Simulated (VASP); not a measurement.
Wanted: the native input for a VASP 6.6.1 run.

```yaml
Task: single point
Functional: PBE
Potentials_or_basis: VASP PAW PBE potentials, release 64 (In_d, B, H)
Cutoff: 500 eV
k_mesh: 3 × 3 × 3
Occupations: gaussian, width 0.15 eV
Spin: no spin polarisation
Dipole_correction: no
Further_INCAR_settings: ALGO = Normal; EDIFF = 1e-06; NBANDS = 34
```

The structure of In3B2H3 lies in POSCAR:

```
In3B2H3
1.0
    4.7817598944      0.0000000000      0.0000000000
    0.0000000000      4.7817598944      0.0000000000
    0.0000000000      0.0000000000      4.7817598944
In B H
3 2 3
Direct
    0.0000000000      0.5000000000      0.5000000000
    0.5000000000      0.0000000000      0.5000000000
    0.5000000000      0.5000000000      0.0000000000
    0.0000000000      0.0000000000      0.0000000000
    0.5000000000      0.5000000000      0.5000000000
    0.5000000000      0.0000000000      0.0000000000
    0.0000000000      0.5000000000      0.0000000000
    0.0000000000      0.0000000000      0.5000000000
```

One way to write it, as run:

INCAR

```
SYSTEM = In3B2H3
PREC = Accurate
ENCUT = 500
EDIFF = 1E-6
ISMEAR = 0
SIGMA = 0.15
LREAL = .FALSE.
LASPH = .TRUE.
NELM = 120
ALGO = Normal
ISIF = 2
LWAVE = .FALSE.
LCHARG = .TRUE.
GGA = PE
LELF = .TRUE.
LVHAR = .TRUE.
NBANDS = 34
GGA_COMPAT = .FALSE.
```

KPOINTS

```
Automatic mesh
0
G
  3 3 3
  0 0 0
```

Potentials or basis: VASP PAW PBE potentials, release 64 (In_d, B, H).

Run with:

```sh
$ cat potpaw_PBE.64/In_d/POTCAR potpaw_PBE.64/B/POTCAR potpaw_PBE.64/H/POTCAR > POTCAR
$ mpirun -np 1 vasp_std > vasp.out
```

It gave:

```yaml
Pressure: -0.3 GPa
Band_gap_on_the_k_mesh: zero (band 24 reaches 7.84 eV, above the bottom of band 25 at 5.81 eV)
```

Caveat: the k points lie up to 0.44 Å⁻¹ apart; spin-orbit coupling is left out, which moves the levels of the heavy elements.

Run time: 28 s on 1 thread of Intel Xeon 8259CL (shared host), peak memory 0.2 GiB.
